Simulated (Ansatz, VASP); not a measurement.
Be in VASP and in Ansatz

File INCAR:

```
PREC = Accurate
ENCUT = 520
EDIFF = 1E-7
ISMEAR = 0
SIGMA = 0.1
LREAL = False
LASPH = True
NELM = 60
ALGO = Normal
ISIF = 2
LWAVE = False
LCHARG = True
GGA = PS
LELF = True
LVHAR = True
NBANDS = 12
```

Contents of KPOINTS:

```
regular mesh
0
Gamma
  6 6 10
```

POSCAR

```
Be
1.0
    3.5905118001      0.0000000000      0.0000000000
    0.0000000000      3.5905118001      0.0000000000
    0.0000000000      0.0000000000      2.1861140583
Be
4
Direct
    0.2974080000      0.2974080000      0.0000000000
    0.7025920000      0.7025920000      0.0000000000
    0.2025920000      0.7974080000      0.5000000000
    0.7974080000      0.2025920000      0.5000000000
```

Input for Ansatz:

```yaml
crystal:
  lattice:
    - [3.5905118000641676, 0.0, 0.0]
    - [0.0, 3.5905118000641676, 0.0]
    - [0.0, 0.0, 2.186114058304038]
  atoms:
    - { symbol: Be, position: [0.297408, 0.297408, 0.0] }
    - { symbol: Be, position: [0.702592, 0.702592, 0.0] }
    - { symbol: Be, position: [0.202592, 0.797408, 0.5] }
    - { symbol: Be, position: [0.797408, 0.202592, 0.5] }
basis:
  ecutwfc: 450.0
kpoints:
  mp_grid:
    grid: [6, 6, 10]
hamiltonian:
  xc: pbesol
scf:
  occupations:
    method: gaussian
    width: 0.1
output:
  stress: true
```

Alike in both runs: task single point; functional PBEsol; k mesh 6 × 6 × 10; occupations gaussian, width 0.1 eV; no spin polarisation.

|  | VASP | Ansatz |
| --- | --- | --- |
| version | VASP 6.6.1 | Ansatz 0.2.0 |
| potentials or method | VASP PAW PBE potentials, release 64 (Be), cutoff 520 eV | plane waves, PAW |
| valence electrons in the cell | 8 | 8 |

|  | VASP | Ansatz | Ansatz less VASP |
| --- | --- | --- | --- |
| pressure (GPa) | 18.1 | 17.6 | -0.49 |
| traceless stress, the component that is largest in VASP (GPa) | 2.18 | 2.18 | -0.002 |

VASP's potentials were made for PBE, not for PBEsol. With one functional, cell and mesh, what is left measures potentials, basis and numerics.
